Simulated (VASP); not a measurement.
Si3H2N4O: single point with PBE+D3(BJ)

Slab: Si3H2N4O, a slab with vacuum.

```xyz
40
Lattice="5.8226 0.0000 0.0000 0.0000 7.6192 0.0000 0.0000 0.0000 28.4828" Properties=species:S:1:pos:R:3 pbc="T T T"
Si    2.1835    4.0309   10.2577
Si    5.0948    4.0309   10.2577
Si    0.7278    1.5988   11.4064
Si    3.6391    1.5988   11.4064
Si    0.7278    6.2417   11.7896
Si    3.6391    6.2417   11.7896
Si    2.1642    1.3664   14.0928
Si    5.0768    1.3743   14.1108
Si    2.1797    5.9865   14.4692
Si    5.0893    5.9922   14.4686
Si    0.7277    3.5648   15.6375
Si    3.6209    3.5532   15.6342
N     0.7278    0.0000   10.7388
N     3.6391    0.0000   10.7388
N     0.7278    4.8389   10.7612
N     3.6391    4.8389   10.7612
N     2.1835    2.4388   10.9584
N     5.0948    2.4388   10.9584
N     2.1835    6.2097   12.7411
N     5.0948    6.2097   12.7411
N     0.7029    1.4500   13.1431
N     3.6227    1.4524   13.1444
N     0.7195    5.1428   14.9238
N     3.6363    5.1371   14.9259
N     2.1673    2.7298   15.1785
N     5.0859    2.7399   15.2170
N     2.1746   -0.0359   15.0841
N     5.0843   -0.0329   15.0922
O     2.1017    3.9377    8.6006
O     5.0127    3.9393    8.6004
O     0.8818    3.7494   17.2882
O     3.5627    3.7322   17.3004
H     2.9762    3.8525    8.1724
H     5.8869    3.8528    8.1719
H     1.3569    7.5068    9.9451
H     4.2687    7.5072    9.9455
H     2.1167    0.1119   16.0864
H     5.0413    0.0849   16.1007
H     0.3935    4.5248   17.6723
H     2.6043    3.7300   17.5671
```

* Program: VASP 6.6.1
* Task: single point
* Functional: PBE
* Dispersion: D3(BJ)
* Potentials or basis: VASP PAW PBE potentials, release 64 (Si, N, O, H)
* Cutoff: 520 eV
* k mesh: 3 × 2 × 1
* Occupations: gaussian, width 0.05 eV
* Spin: no spin polarisation

```yaml
Largest_force: 1.179 eV/Å
Band_gap_on_the_k_mesh: 3.58 eV, indirect (least direct gap 3.60 eV)
Dispersion_energy_per_atom: -0.144 eV
```

Forces in eV/Å, atoms in the order of the input:
```
Si  -0.059  0.241  0.551
Si  -0.063  0.226  0.551
Si  -0.068  0.092  0.120
Si   0.033  0.107  0.119
Si  -0.081 -0.016 -0.212
Si  -0.046 -0.037 -0.204
Si  -0.028  0.092  0.032
Si   0.028  0.170 -0.009
Si   0.159 -0.036 -0.022
Si  -0.161 -0.134 -0.124
Si  -0.075 -0.169 -0.440
Si  -0.001  0.133  0.961
N   -0.041  0.094  0.295
N   -0.063  0.095  0.310
N    0.087 -0.394 -0.347
N    0.080 -0.392 -0.349
N   -0.060  0.071 -0.327
N   -0.063  0.098 -0.365
N    0.144 -0.089  0.047
N    0.179 -0.070  0.014
N   -0.014 -0.042 -0.024
N    0.007 -0.025  0.011
N   -0.033  0.061  0.114
N    0.026  0.166 -0.188
N   -0.199 -0.049 -0.125
N    0.140 -0.062 -0.116
N   -0.019 -0.023  0.013
N    0.021 -0.088  0.102
O   -0.062  0.002  0.012
O   -0.063  0.002  0.012
O   -0.593  0.839  0.580
O    0.063 -0.116 -0.525
H    0.080 -0.008 -0.070
H    0.079 -0.008 -0.071
H   -0.009 -0.003 -0.013
H   -0.008 -0.003 -0.013
H    0.020  0.025 -0.002
H   -0.026  0.121 -0.074
H    0.329 -0.928 -0.322
H    0.361  0.056  0.098
```

Levels at points of the mesh, in eV from the valence-band top:
```csv
k point,band 78,band 79,band 80,band 81,band 82,band 83
"(0.00, 0.00, 0.00)",-0.87,-0.37,-0.02,3.58,3.98,4.33
"(0.00, 0.50, 0.00)",-1.15,-0.32,0.00,4.07,4.38,4.53
```

It took 32 min on 1 thread of Intel(R) Xeon(R) Platinum 8259CL CPU @ 2.50GHz (Skylake/Cascade Lake) (shared host), peak memory 1.4 GiB.
